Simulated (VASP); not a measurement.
# SbTe2I (P6/mmm) in VASP: further runs

The runs below take SbTe2I through single point, relaxation of cell and atoms, with PBE.

All numbers are computed with VASP 6.6.1; they aren't measurements. Logs are shortened: lines on timing, memory, paths and dates and some standing lists are left out, and cuts for length are marked.

### Step 1. The cell of the first run

The structure is hexagonal, space group P6/mmm (No. 191). The conventional cell has a = 5.562 Å, b = 5.562 Å, c = 6.157 Å, α = 90.00°, β = 90.00°, γ = 120.00°. Sb (site symmetry 6/mmm) has 2 I at 3.08 Å and 6 Te at 3.21 Å within 4.1 Å. Te (site symmetry -6m2) has 3 Te at 3.21 Å and 3 Sb at 3.21 Å within 4.2 Å. I (site symmetry 6/mmm) has 2 Sb at 3.08 Å within 4.1 Å.

The cell was built from a structure type or drawn by symmetry, and may not be a known phase.

### Step 2. Single point, PBE

Input file INCAR:

```
PREC = Accurate
ENCUT = 520
EDIFF = 1E-6
ISMEAR = 0
SIGMA = 0.1
LREAL = F
LASPH = T
NELM = 60
ALGO = Normal
ISIF = 2
LWAVE = F
LCHARG = F
GGA = PE
NBANDS = 20
```

Input file KPOINTS:

```
Automatic mesh
0
Gamma
  6 6 4
```

Input file POSCAR:

```
SbTe2I
1.0
    5.5615488995      0.0000000000      0.0000000000
   -2.7807744498      4.8164426314      0.0000000000
    0.0000000000      0.0000000000      6.1572659916
Sb Te I
1 2 1
Direct
    0.0000000000      0.0000000000      0.0000000000
    0.3333333333      0.6666666667      0.0000000000
    0.6666666667      0.3333333333      0.0000000000
    0.0000000000      0.0000000000      0.5000000000
```

Potentials or basis: VASP PAW PBE potentials, release 64 (Sb, Te, I).

Command:

```console
$ cat potpaw_PBE.64/Sb/POTCAR potpaw_PBE.64/Te/POTCAR potpaw_PBE.64/I/POTCAR > POTCAR
$ mpirun -np 1 vasp_std > vasp.out
```

OUTCAR:

```text
PREC = Accurate
   ENCUT = 520
   EDIFF = 1E-6
   ISMEAR = 0
   LREAL = F
   LASPH = T
   NELM = 60
   ISIF = 2
   GGA = PE

 ion  position               nearest neighbor table
   1  0.000  0.000  0.000-   4 3.08   4 3.08   2 3.21   3 3.21   3 3.21   2 3.21   3 3.21   2 3.21

   2  0.333  0.667  0.000-   3 3.21   1 3.21   3 3.21   1 3.21   1 3.21   3 3.21
   3  0.667  0.333  0.000-   2 3.21   1 3.21   2 3.21   1 3.21   1 3.21   2 3.21
   4  0.000  0.000  0.500-   1 3.08   1 3.08

  LATTYP: Found a hexagonal cell.
 ALAT       =     5.5615488995
 C/A-ratio  =     1.1071135223

  Lattice vectors:

 A1 = (   5.5615488995,   0.0000000000,   0.0000000000)
 A2 = (  -2.7807744498,   4.8164426314,   0.0000000000)
 A3 = (   0.0000000000,   0.0000000000,   6.1572659916)

Analysis of symmetry for initial positions (statically):
=====================================================================
 Subroutine PRICEL returns:
 Original cell was already a primitive cell.

 Routine SETGRP: Setting up the symmetry group for a
 hexagonal supercell.

 Subroutine GETGRP returns: Found 24 space group operations
 (whereof 24 operations were pure point group operations)
 out of a pool of 24 trial point group operations.

The static configuration has the point symmetry D_6h.

Analysis of symmetry for dynamics (positions and initial velocities):
=====================================================================
 Subroutine PRICEL returns:
 Original cell was already a primitive cell.

 Routine SETGRP: Setting up the symmetry group for a
 hexagonal supercell.

 Subroutine GETGRP returns: Found 24 space group operations
 (whereof 24 operations were pure point group operations)
 out of a pool of 24 trial point group operations.

The dynamic configuration has the point symmetry D_6h.

 Subroutine INISYM returns: Found 24 space group operations
 (whereof 24 operations are pure point group operations),
 and found     1 'primitive' translations

----------------------------------------------------------------------------------------

                                     Primitive cell

  volume of cell :     164.9340

  direct lattice vectors                    reciprocal lattice vectors
     5.561548899  0.000000000  0.000000000     0.179806025  0.103811057  0.000000000
    -2.780774450  4.816442631  0.000000000     0.000000000  0.207622114  0.000000000
     0.000000000  0.000000000  6.157265992     0.000000000  0.000000000  0.162409745

  length of vectors
     5.561548899  5.561548900  6.157265992     0.207622114  0.207622114  0.162409745

  position of ions in fractional coordinates (direct lattice)
     0.000000000  0.000000000  0.000000000
     0.333333333  0.666666667  0.000000000
     0.666666667  0.333333333  0.000000000
     0.000000000  0.000000000  0.500000000

  ion indices of the primitive-cell ions
   primitive index   ion index
                 1           1
                 2           2
                 3           3
                 4           4

----------------------------------------------------------------------------------------

 KPOINTS: Automatic mesh

Automatic generation of k-mesh.
 Grid dimensions read from file:
 generate k-points for:    6    6    4

 Generating k-lattice:

  Cartesian coordinates                     Fractional coordinates (reciprocal lattice)
     0.029967671  0.017301843  0.000000000     0.166666667  0.000000000  0.000000000
     0.000000000  0.034603686  0.000000000     0.000000000  0.166666667  0.000000000
     0.000000000  0.000000000  0.040602436     0.000000000  0.000000000  0.250000000

  Length of vectors
     0.034603686  0.034603686  0.040602436

  Shift w.r.t. Gamma in fractional coordinates (k-lattice)
     0.000000000  0.000000000  0.000000000

 Subroutine IBZKPT returns following result:
 ===========================================

 Found     21 irreducible k-points:

 Following reciprocal coordinates:
            Coordinates               Weight
  0.000000  0.000000  0.000000      1.000000
  0.166667  0.000000  0.000000      6.000000
  0.333333 -0.000000  0.000000      6.000000
  0.500000 -0.000000  0.000000      3.000000
  0.166667  0.166667  0.000000      6.000000
  0.333333  0.166667  0.000000     12.000000
[... 13 lines left out ...]
  0.333333  0.166667  0.500000     12.000000
  0.333333  0.333333  0.500000      2.000000
   k-points           NKPTS =     21   k-points in BZ     NKDIM =     21   number of bands    NBANDS=     20
   number of dos      NEDOS =    301   number of ions     NIONS =      4
   total plane-waves  NPLWV =  84672
   dimension x,y,z NGX =    42 NGY =   42 NGZ =   48
   dimension x,y,z NGXF=    84 NGYF=   84 NGZF=   96
   ions per type =               1   2   1
   NGX,Y,Z   is equivalent  to a cutoff of  12.55, 12.55, 12.96 a.u.
   NGXF,Y,Z  is equivalent  to a cutoff of  25.11, 25.11, 25.92 a.u.
 SYSTEM =  unknown system
   PREC   = accura    normal or accurate (medium, high low for compatibility)
   ISTART =      0    job   : 0-new  1-cont  2-samecut
   ICHARG =      2    charge: 1-file 2-atom 10-const
   ISPIN  =      1    spin polarized calculation?
   LNONCOLLINEAR =      F non collinear calculations
   LSORBIT =      F    spin-orbit coupling
   LASPH  =      T    aspherical Exc in radial PAW
   ENCUT  =  520.0 eV  38.22 Ry    6.18 a.u.  10.34 10.34 11.45*2*pi/ulx,y,z
   NELM   =     60;   NELMIN=  2; NELMDL= -5     # of ELM steps
   EDIFF  = 0.1E-05   stopping-criterion for ELM
   LREAL  =      F    real-space projection
   EDIFFG = 0.1E-04   stopping-criterion for IOM
   NSW    =      0    number of steps for IOM
   IBRION =     -1    ionic relax: 0-MD 1-quasi-New 2-CG
   NFREE  =      0    steps in history (QN), initial steepest desc. (CG)
   ISIF   =      2    stress and relaxation
   ISYM   =      2    0-nonsym 1-usesym 2-fastsym
   POTIM  = 0.5000    time-step for ionic-motion
   TEBEG  =    0.0;   TEEND  =   0.0 temperature during run
   PSTRESS=    0.0 pullay stress
   NELECT =      24.0000    total number of electrons
   NUPDOWN=      -1.0000    fix difference up-down
   EMIN   =  10.00;   EMAX   =-10.00  energy-range for DOS
   EFERMI =   0.00;   METHOD = LEGACY
   ISMEAR =     0;   SIGMA  =   0.10  broadening in eV -4-tet -1-fermi 0-gaus
   EFERMI_NEDOS =   21; number of points for ismear=-14 and -15
   IALGO  =     38    algorithm
   IMIX   =      4    mixing-type and parameters
     AMIX     =   0.40;   BMIX     =  1.00
     AMIX_MAG =   1.60;   BMIX_MAG =  1.00
  volume/ion in A,a.u.               =      41.23       278.26
  Fermi-wavevector in a.u.,A,eV,Ry     =   0.861077  1.627199 10.088084  0.741453
  Thomas-Fermi vector in A             =   1.978677
   LORBIT       =      0    0 simple, 1 ext, 2 COOP (PROOUT), +10 PAW based schemes
   GGA     = PE    functional components
   LHFCALC =     F    Hartree Fock is set to
   AEXX    =    0.0000 exact exchange contribution
   IVDW    =     0    specifies the selected vdW correction
   LEPSILON=     F    determine dielectric tensor
   LRPA    =     F    only Hartree local field effects (RPA)
 non-spin polarized calculation
 Gauss-broadening in eV      SIGMA  =   0.10
  energy-cutoff  :      520.00
  volume of cell :      164.93
 maximum number of plane-waves:      4469
 NGX is ok and might be reduce to    42
   NGX = 21   NGY = 21   NGZ = 23

 number of electron      24.0000003 magnetization

 Free energy of the ion-electron system (eV)
  ---------------------------------------------------
  ext. energy  EPLUGINS =         0.00000000
  ---------------------------------------------------
  free energy    TOTEN  =       -11.28696451 eV

  energy without entropy =      -11.26485959  energy(sigma->0) =      -11.27591205

 E-fermi :   3.0417     XC(G=0):  -7.9863

 val. band max:        3.0365550987   @ k =   0.1667   0.1667   0.5000
 cond. band min:       3.0645246535   @ k =   0.1667   0.1667   0.2500
 fundamental gap:      0.0279695547
 Fermi energy:         3.0416668581

 k-point     1 :       0.0000    0.0000    0.0000
  band No.  band energies     occupation
      1      -9.5240      2.00000
      2      -8.3003      2.00000
      3      -5.8045      2.00000
      4      -4.2203      2.00000
      5      -1.3660      2.00000
      6      -0.2587      2.00000
[... 12 lines left out ...]
     19       8.7806      0.00000
     20       9.8423      0.00000

 k-point     2 :       0.1667    0.0000    0.0000
  band No.  band energies     occupation
      1      -9.3931      2.00000
      2      -8.2874      2.00000
      3      -6.0828      2.00000
      4      -4.5406      2.00000
      5      -1.2875      2.00000
      6      -1.0853      2.00000
[... 12 lines left out ...]
     19       8.8472      0.00000
     20      10.2516      0.00000

 k-point     3 :       0.3333   -0.0000    0.0000
  band No.  band energies     occupation
      1      -9.0703      2.00000
      2      -8.2139      2.00000
      3      -6.7588      2.00000
      4      -5.0489      2.00000
      5      -1.6415      2.00000
      6      -1.1124      2.00000
[... 12 lines left out ...]
     19       9.5710      0.00000
     20       9.7723      0.00000

 k-point     4 :       0.5000   -0.0000    0.0000
  band No.  band energies     occupation
      1      -8.8701      2.00000
      2      -8.0590      2.00000
      3      -7.2636      2.00000
      4      -5.2371      2.00000
      5      -1.8293      2.00000
      6      -1.0131      2.00000
[... 360 lines left out ...]
 k-point    20 :       0.3333    0.1667    0.5000
  band No.  band energies     occupation
      1      -8.6004      2.00000
      2      -8.1752      2.00000
      3      -7.2362      2.00000
      4      -6.0837      2.00000
      5      -1.0166      2.00000
      6       0.5875      2.00000
[... 12 lines left out ...]
     19      10.2669      0.00000
     20      10.7662      0.00000

 k-point    21 :       0.3333    0.3333    0.5000
  band No.  band energies     occupation
      1      -8.5974      2.00000
      2      -7.6156      2.00000
      3      -7.6156      2.00000
      4      -6.5418      2.00000
      5       0.3686      2.00000
      6       0.6214      2.00000
[... 12 lines left out ...]
     19      10.3259      0.00000
     20      10.5671      0.00000

------------------------ aborting loop because EDIFF is reached ----------------------------------------

  FORCE on cell =-STRESS in cart. coord.  units (eV):
  Direction    XX          YY          ZZ          XY          YZ          ZX
  --------------------------------------------------------------------------------------
  -------------------------------------------------------------------------------------
  Total       -0.0998508     -0.0998508     -0.1947584      0.0000000      0.0000000      0.0000000
  in kB       -0.9699557     -0.9699557     -1.8918938      0.0000000      0.0000000      0.0000000
  external PRESSURE =      -1.2772684 kB  Pullay stress =       0.0000000 kB

 VOLUME and BASIS-vectors are now :
 -----------------------------------------------------------------------------
  energy-cutoff  :      520.00
  volume of cell :      164.93
      direct lattice vectors                 reciprocal lattice vectors
     5.561548899  0.000000000  0.000000000     0.179806025  0.103811057  0.000000000
    -2.780774450  4.816442631  0.000000000     0.000000000  0.207622114  0.000000000
     0.000000000  0.000000000  6.157265992     0.000000000  0.000000000  0.162409745

 POSITION                                       TOTAL-FORCE (eV/Angst)
 -----------------------------------------------------------------------------------
      0.00000      0.00000      0.00000         0.000000      0.000000     -0.000000
     -0.00000      3.21096      0.00000        -0.000000      0.000000      0.000000
      2.78077      1.60548      0.00000         0.000000      0.000000     -0.000000
      0.00000      0.00000      3.07863        -0.000000      0.000000     -0.000000
 -----------------------------------------------------------------------------------
    total drift:                               -0.000000      0.000000      0.000000

  FREE ENERGIE OF THE ION-ELECTRON SYSTEM (eV)
  ---------------------------------------------------
  free  energy   TOTEN  =       -11.2869645089 eV

  energy  without entropy=      -11.2648595862  energy(sigma->0) =      -11.27591205
```

It took 38 s on 1 thread of Intel Xeon 6975P-C (Granite Rapids), shared host; peak memory 0.3 GiB.

Results:

```yaml
Free_energy: -11.2870 eV
Pressure: -0.1 GPa
Band_gap_on_the_k_mesh: zero (bands 12 and 13 overlap by 0.10 eV)
```

Stress tensor (GPa, compression positive):
```
-0.10  0.00  0.00
 0.00 -0.10  0.00
 0.00  0.00 -0.19
```

Caveat: spin-orbit coupling is left out, which moves the levels of the heavy elements.

### Step 3. Single point, PBE

This run uses another cell than the first one, of 42.45 Å³/atom.

Input file INCAR:

```
SYSTEM = SbTe2I
PREC = Accurate
ENCUT = 520
EDIFF = 1E-6
ISMEAR = 0
SIGMA = 0.1
LREAL = .FALSE.
LASPH = .TRUE.
NELM = 100
ALGO = Normal
ISIF = 2
LWAVE = .FALSE.
LCHARG = .FALSE.
GGA = PE
NBANDS = 20
```

Input file KPOINTS:

```
Automatic mesh
0
G
  6 6 4
  0 0 0
```

Input file POSCAR:

```
SbTe2I
1.0
    5.4323875400      0.0000000000      0.0000000000
   -2.7161937700      4.7045856100      0.0000000000
    0.0000000000      0.0000000000      6.6444354300
Sb Te I
1 2 1
Direct
    0.0000000000      0.0000000000      0.0000000000
    0.3333333300      0.6666666700      0.0000000000
    0.6666666700      0.3333333300      0.0000000000
    0.0000000000      0.0000000000      0.5000000000
```

Potentials or basis: VASP PAW PBE potentials, release 64 (Sb, Te, I).

Command:

```console
$ cat potpaw_PBE.64/Sb/POTCAR potpaw_PBE.64/Te/POTCAR potpaw_PBE.64/I/POTCAR > POTCAR
$ mpirun -np 1 vasp_std > vasp.out
```

It took 48 s on 1 thread of Intel Xeon 6975P-C (Granite Rapids), shared host; peak memory 0.3 GiB.

The run converged. Its results:

| Property | Result |
| --- | --- |
| Free energy | -11.0659 eV |
| Pressure | 0.4 GPa |
| Band gap on the k mesh | zero (bands 12 and 13 overlap by 0.20 eV) |

Stress tensor (GPa, compression positive):
```
 2.32  0.00  0.00
 0.00  2.32  0.00
 0.00  0.00 -3.59
```

Levels at points of the mesh, in eV from the Fermi level:
```
           k point  band 10  band 11  band 12  band 13  band 14  band 15
(0.00, 0.00, 0.00)    -1.05    -0.46    -0.46     0.64     3.27     4.47
(0.50, 0.00, 0.00)    -0.67    -0.43    -0.31     1.28     2.02     2.53
(0.00, 0.00, 0.50)    -1.13    -0.67    -0.67     0.60     1.05     5.70
(0.50, 0.00, 0.50)    -0.50    -0.38    -0.26     0.30     1.29     1.93
```

Caveat: spin-orbit coupling is left out, which moves the levels of the heavy elements.

### Step 4. Relaxation of cell and atoms, PBE

This run uses another cell than the first one, of 42.45 Å³/atom.

Input file INCAR:

```
SYSTEM = SbTe2I
  PREC = Accurate
  ENCUT = 600
  EDIFF = 1E-6
  ISMEAR = 0
  SIGMA = 0.1
  LREAL = .FALSE.
  LASPH = .TRUE.
  NELM = 80
  ALGO = Normal
  ISIF = 3
  LWAVE = .FALSE.
  LCHARG = .FALSE.
  GGA = PE
  IBRION = 2
  NSW = 90
  EDIFFG = -0.04
```

Input file KPOINTS:

```
regular mesh
0
G
  6 6 4
  0 0 0
```

POSCAR is that of step 3.

Command:

```console
$ cat potpaw_PBE.64/Sb/POTCAR potpaw_PBE.64/Te/POTCAR potpaw_PBE.64/I/POTCAR > POTCAR
$ mpirun -np 1 vasp_std > vasp.out
```

Wall time 3.8 min (1 thread of Intel Xeon 6975P-C (Granite Rapids), shared host); peak memory 0.41 GiB.

Results (log left out):

```yaml
Free_energy: -11.2874 eV
Relaxed_volume: 41.04 Å³/atom
Relaxed_cell: a = 5.555 Å, b = 5.555 Å, c = 6.143 Å, α = 90.00°, β = 90.00°, γ = 120.00°
Space_group_after_relaxing_to_0.1_Å: P6/mmm (No. 191)
Energy_gained_by_relaxing: 55.4 meV/atom
Ionic_steps: 6
Pressure_after_relaxing: 0.0 GPa
Band_gap_on_the_k_mesh: zero (bands 12 and 13 overlap by 0.10 eV)
```

Step by step:
```tsv
step	energy change (eV)	largest force (eV/Å)	pressure (GPa)	volume (Å³)
1	0.0000	0.0000	0.35	169.81
2	-0.1830	0.0000	-1.13	171.78
3	-0.1870	0.0000	-1.27	172.01
4	-0.2203	0.0000	0.01	163.88
5	-0.2207	0.0000	-0.12	164.60
6	-0.2215	0.0000	0.01	164.17
```

Final structure:
```
Sb Te I
1.0
     5.55524    0.00000    0.00000
    -2.77762    4.81098    0.00000
     0.00000    0.00000    6.14266
Sb Te I
1 2 1
Direct
  0.00000 0.00000 0.00000
  0.33333 0.66667 0.00000
  0.66667 0.33333 0.00000
  0.00000 0.00000 0.50000
```

Levels at points of the mesh, in eV from the Fermi level:
```tsv
k point	band 9	band 10	band 11	band 12	band 13	band 14	band 15	band 16
(0.00, 0.00, 0.00)	-3.16	-1.18	-0.67	-0.67	0.59	4.43	4.50	5.19
(0.50, 0.00, 0.00)	-1.02	-0.82	-0.38	-0.30	1.18	1.96	2.32	4.17
(0.00, 0.00, 0.50)	-2.46	-1.14	-1.14	-1.06	0.50	0.92	5.10	5.10
(0.50, 0.00, 0.50)	-0.96	-0.65	-0.30	-0.18	0.34	1.19	1.77	2.21
```

Caveat: spin-orbit coupling is left out, which moves the levels of the heavy elements.

### Step 5. Overview

```tsv
task	cell	cutoff (eV)	gap on the mesh (eV)	pressure (GPa)
single point	a = 5.562, b = 5.562, c = 6.157 Å, angles 90.0, 90.0, 120.0°, 4 atoms	520	none	-0.1
single point	a = 5.432, b = 5.432, c = 6.644 Å, angles 90.0, 90.0, 120.0°, 4 atoms	520	none	0.4
relaxation of cell and atoms	relaxed from a = 5.432, b = 5.432, c = 6.644 Å, angles 90.0, 90.0, 120.0°, 4 atoms	600	none	0.0
```

Alike in all rows: level PBE; potentials or basis VASP PAW PBE potentials, release 64 (Sb, Te, I); no spin polarisation; k mesh 6 × 6 × 4; smearing gaussian 0.1 eV.

Caveats: spin-orbit coupling is left out, which moves the levels of the heavy elements.

Absolute energies hang on the potentials; compare differences alone.
